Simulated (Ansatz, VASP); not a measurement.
**MnV in VASP and in Ansatz**

```
Mn V
1.0
     3.06449    0.00000    0.00000
     0.00000    3.06449    0.00000
     0.00000    0.00000    3.06449
Mn V
1 1
Direct
  0.00000 0.00000 0.00000
  0.50000 0.50000 0.50000
```

Change from the starting cell: volume scaled by 1.18, no spin polarisation, PAW files.

Alike in both runs: task single point; functional LDA; k mesh 11 × 11 × 11; occupations fermi-dirac, width 0.05 eV; no spin polarisation.

|  | VASP | Ansatz |
| --- | --- | --- |
| version | VASP 6.6.1 | Ansatz 0.2.0 |
| potentials or method | VASP PAW LDA potentials, release 64 (Mn_pv, V_sv) | PAW with Ansatz's default frozen-core files, scalar-relativistic |
| plane-wave cutoff (eV) | 520 | 420 |
| valence electrons in the cell | 26 | 28 |

|  | VASP | Ansatz | Ansatz less VASP |
| --- | --- | --- | --- |
| pressure (GPa) | -42.0 | -42.2 | -0.22 |

LDA's correlation is that of Perdew and Zunger in VASP and of Perdew and Wang (1992) in Ansatz. Both programs put the cell under strong tension, so it lies far from rest at this level. VASP's potentials hold 26 valence electrons a cell and Ansatz's 28, so a difference there can come from the potentials and not from the codes.

Noted on VASP's run: the cell as given lies far from equilibrium.
